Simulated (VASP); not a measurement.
# Hf (P-3m1) in VASP: single point with PBEsol

Aim: the single point of Hf with PBEsol.

All numbers are computed with VASP 6.6.1; they aren't measurements. Logs are shortened: lines on timing, memory, paths and dates and some standing lists are left out, and cuts for length are marked.

## 1. The cell of the first run

It takes space group P-3m1 (No. 164, trigonal). Conventional cell: a = 3.262 Å, b = 3.262 Å, c = 5.238 Å, α = 90.00°, β = 90.00°, γ = 120.00°. Within 4.0 Å of Hf (site symmetry 3m) lie 12 Hf at 3.06 to 3.40 Å.

## 2. Single point, PBEsol (strained and its atoms moved)

Contents of INCAR:

```
SYSTEM = Hf
ALGO     = Fast           ! electronic algorithm
EDIFF    = 1E-6           ! SCF threshold, eV
ENCUT    = 520            ! plane-wave cutoff, eV
GGA      = PS             ! functional
ISIF     = 2              ! what is computed and relaxed
ISMEAR   = 0              ! smearing method
LASPH    = .True.         ! aspherical terms in the spheres
LCHARG   = .False.        ! write CHGCAR
LREAL    = .False.        ! projectors in reciprocal space
LWAVE    = .False.        ! write WAVECAR
NBANDS   = 17             ! bands
NELM     = 60             ! most SCF steps
PREC     = Accurate       ! precision mode
SIGMA    = 0.1            ! smearing width, eV
```

Contents of KPOINTS:

```
k-points
0
Gamma
  15 15 8
  0 0 0
```

Contents of POSCAR:

```
Hf
1.0
    3.2624865798      0.0000000000      0.0000000000
   -1.6312432899      2.8253962576      0.0000000000
    0.0000000000      0.0000000000      5.2377565240
Hf
2
Direct
    0.3333333333      0.6666666667      0.2302285579
    0.6666666667      0.3333333333      0.7697714421
```

Potentials or basis: VASP PAW PBE potentials, release 64 (Hf_pv).

Run with:

```console
> cat potpaw_PBE.64/Hf_pv/POTCAR > POTCAR
> mpirun -np 1 vasp_std > vasp.out
```

OUTCAR:

```text
SYSTEM = Hf
   EDIFF = 1E-6
   ENCUT = 520
   GGA = PS
   ISIF = 2
   ISMEAR = 0
   LASPH = .True.
   LREAL = .False.
   NELM = 60
   PREC = Accurate

 ion  position               nearest neighbor table
   1  0.333  0.667  0.230-   2 3.06   2 3.06   2 3.06   2 3.40   2 3.40   2 3.40
   2  0.667  0.333  0.770-   1 3.06   1 3.06   1 3.06   1 3.40   1 3.40   1 3.40

  LATTYP: Found a hexagonal cell.
 ALAT       =     3.2624865798
 C/A-ratio  =     1.6054492167

  Lattice vectors:

 A1 = (   3.2624865798,   0.0000000000,   0.0000000000)
 A2 = (  -1.6312432899,   2.8253962576,   0.0000000000)
 A3 = (   0.0000000000,   0.0000000000,   5.2377565240)

Analysis of symmetry for initial positions (statically):
=====================================================================
 Subroutine PRICEL returns:
 Original cell was already a primitive cell.

 Routine SETGRP: Setting up the symmetry group for a
 hexagonal supercell.

 Subroutine GETGRP returns: Found 12 space group operations
 (whereof 12 operations were pure point group operations)
 out of a pool of 24 trial point group operations.

The static configuration has the point symmetry D_3d.

Analysis of symmetry for dynamics (positions and initial velocities):
=====================================================================
 Subroutine PRICEL returns:
 Original cell was already a primitive cell.

 Routine SETGRP: Setting up the symmetry group for a
 hexagonal supercell.

 Subroutine GETGRP returns: Found 12 space group operations
 (whereof 12 operations were pure point group operations)
 out of a pool of 24 trial point group operations.

The dynamic configuration has the point symmetry D_3d.

 Subroutine INISYM returns: Found 12 space group operations
 (whereof 12 operations are pure point group operations),
 and found     1 'primitive' translations

----------------------------------------------------------------------------------------

                                     Primitive cell

  volume of cell :      48.2807

  direct lattice vectors                    reciprocal lattice vectors
     3.262486580  0.000000000  0.000000000     0.306514671  0.176966328  0.000000000
    -1.631243290  2.825396258  0.000000000     0.000000000  0.353932655  0.000000000
     0.000000000  0.000000000  5.237756524     0.000000000  0.000000000  0.190921437

  length of vectors
     3.262486580  3.262486580  5.237756524     0.353932655  0.353932655  0.190921437

  position of ions in fractional coordinates (direct lattice)
     0.333333333  0.666666667  0.230228558
[... 72 lines left out ...]
   ISPIN  =      1    spin polarized calculation?
   LNONCOLLINEAR =      F non collinear calculations
   LSORBIT =      F    spin-orbit coupling
   LASPH  =      T    aspherical Exc in radial PAW
   ENCUT  =  520.0 eV  38.22 Ry    6.18 a.u.   6.07  6.07  9.74*2*pi/ulx,y,z
   NELM   =     60;   NELMIN=  2; NELMDL= -5     # of ELM steps
   EDIFF  = 0.1E-05   stopping-criterion for ELM
   LREAL  =      F    real-space projection
[... 7 lines left out ...]
   TEBEG  =    0.0;   TEEND  =   0.0 temperature during run
   PSTRESS=    0.0 pullay stress
   NELECT =      20.0000    total number of electrons
   NUPDOWN=      -1.0000    fix difference up-down
   EMIN   =  10.00;   EMAX   =-10.00  energy-range for DOS
   EFERMI =   0.00;   METHOD = LEGACY
   ISMEAR =     0;   SIGMA  =   0.10  broadening in eV -4-tet -1-fermi 0-gaus
   EFERMI_NEDOS =   21; number of points for ismear=-14 and -15
   IALGO  =     68    algorithm
   IMIX   =      4    mixing-type and parameters
     AMIX     =   0.40;   BMIX     =  1.00
     AMIX_MAG =   1.60;   BMIX_MAG =  1.00
  volume/ion in A,a.u.               =      24.14       162.91
  Fermi-wavevector in a.u.,A,eV,Ry     =   1.220376  2.306176 20.263399  1.489318
  Thomas-Fermi vector in A             =   2.355596
   LORBIT       =      0    0 simple, 1 ext, 2 COOP (PROOUT), +10 PAW based schemes
   GGA     = PS    functional components
   LHFCALC =     F    Hartree Fock is set to
   AEXX    =    0.0000 exact exchange contribution
   IVDW    =     0    specifies the selected vdW correction
   LEPSILON=     F    determine dielectric tensor
   LRPA    =     F    only Hartree local field effects (RPA)
 non-spin polarized calculation
 RMM-DIIS sequential band-by-band and
 Gauss-broadening in eV      SIGMA  =   0.10
  energy-cutoff  :      520.00
  volume of cell :       48.28
 maximum number of plane-waves:      1320
   NGX = 13   NGY = 13   NGZ = 19

 number of electron      20.0000001 magnetization

 Free energy of the ion-electron system (eV)
  ---------------------------------------------------
  ext. energy  EPLUGINS =         0.00000000
  ---------------------------------------------------
  free energy    TOTEN  =       -20.77752246 eV

  energy without entropy =      -20.76906669  energy(sigma->0) =      -20.77329457

 E-fermi :   4.2942     XC(G=0): -11.0324

 val. band max:        4.2914673116   @ k =   0.2667   0.2667   0.2500
 cond. band min:       4.2968464267   @ k =  -0.0667   0.2000   0.2500
 fundamental gap:      0.0053791151
 Fermi energy:         4.2942058359

 k-point     1 :       0.0000    0.0000    0.0000
  band No.  band energies     occupation
      1     -26.8785      2.00000
      2     -26.2684      2.00000
      3     -26.2684      2.00000
      4     -26.1725      2.00000
      5     -26.1539      2.00000
      6     -26.1539      2.00000
[... 457 lines left out ...]
      4     -26.4504      2.00000
      5     -26.3401      2.00000
      6     -26.3238      2.00000
[... 9 lines left out ...]
     16       9.6054      0.00000
     17      10.1842      0.00000

 [... further k-points ...]

------------------------ aborting loop because EDIFF is reached ----------------------------------------

  FORCE on cell =-STRESS in cart. coord.  units (eV):
  Direction    XX          YY          ZZ          XY          YZ          ZX
  --------------------------------------------------------------------------------------
  -------------------------------------------------------------------------------------
  Total       -2.8059901     -2.8059901     -2.8604659      0.0000000      0.0000000      0.0000000
  in kB      -93.1157870    -93.1157870    -94.9235470      0.0000000      0.0000000      0.0000000
  external PRESSURE =     -93.7183737 kB  Pullay stress =       0.0000000 kB

 VOLUME and BASIS-vectors are now :
 -----------------------------------------------------------------------------
  energy-cutoff  :      520.00
  volume of cell :       48.28
      direct lattice vectors                 reciprocal lattice vectors
     3.262486580  0.000000000  0.000000000     0.306514671  0.176966328  0.000000000
    -1.631243290  2.825396258  0.000000000     0.000000000  0.353932655  0.000000000
     0.000000000  0.000000000  5.237756524     0.000000000  0.000000000  0.190921437

 POSITION                                       TOTAL-FORCE (eV/Angst)
 -----------------------------------------------------------------------------------
     -0.00000      1.88360      1.20588         0.000000      0.000000      0.519914
      1.63124      0.94180      4.03188         0.000000      0.000000     -0.519914
 -----------------------------------------------------------------------------------
    total drift:                               -0.000000      0.000000     -0.000000

  FREE ENERGIE OF THE ION-ELECTRON SYSTEM (eV)
  ---------------------------------------------------
  free  energy   TOTEN  =       -20.7775224594 eV

  energy  without entropy=      -20.7690666854  energy(sigma->0) =      -20.77329457
```

OSZICAR:

```text
N       E                     dE             d eps       ncg     rms          rms(c)
DAV:   1     0.498662347333E+02    0.49866E+02   -0.11299E+04  6544   0.110E+03
DAV:   2    -0.196879621063E+02   -0.69554E+02   -0.67838E+02  8567   0.249E+02
DAV:   3    -0.217037232804E+02   -0.20158E+01   -0.19994E+01  8422   0.278E+01
DAV:   4    -0.217219483647E+02   -0.18225E-01   -0.18199E-01  8408   0.321E+00
DAV:   5    -0.217221607421E+02   -0.21238E-03   -0.21232E-03  8665   0.303E-01    0.631E+01
RMM:   6    -0.210060185217E+02    0.71614E+00   -0.68832E-01  6659   0.458E+00    0.372E+01
RMM:   7    -0.207854333031E+02    0.22059E+00   -0.13101E+00  7442   0.651E+00    0.224E+00
RMM:   8    -0.207792528105E+02    0.61805E-02   -0.10655E-01  8247   0.235E+00    0.797E-01
RMM:   9    -0.207772792610E+02    0.19735E-02   -0.19629E-02  8585   0.844E-01    0.179E-01
RMM:  10    -0.207774955394E+02   -0.21628E-03   -0.32251E-03  9780   0.273E-01    0.255E-01
RMM:  11    -0.207775185532E+02   -0.23014E-04   -0.25725E-04  9744   0.870E-02    0.798E-02
RMM:  12    -0.207775229254E+02   -0.43722E-05   -0.31819E-05  9922   0.309E-02    0.112E-02
RMM:  13    -0.207775224594E+02    0.46601E-06   -0.73045E-06  7806   0.168E-02
   1 F= -.20777522E+02 E0= -.20773295E+02  d E =-.845577E-02
```

Wall time 2 min (1 thread of Intel Xeon 8259CL, shared host); peak memory 0.26 GiB.

What came out:

```yaml
Free_energy: -20.7775 eV
Pressure: -9.4 GPa
Largest_force: 0.520 eV/Å
Band_gap_on_the_k_mesh: zero (bands 10 and 11 overlap by 1.43 eV)
```

Forces on the atoms (eV/Å):
```
Hf   0.000  0.000  0.520
Hf   0.000  0.000 -0.520
```

Caveat: the cell differs from its parent crystal (strained and its atoms moved); the cell stands under tension; the PAW data sets were made with another functional, which shifts forces and pressure a little; spin-orbit coupling is left out, which moves the levels of the heavy elements.
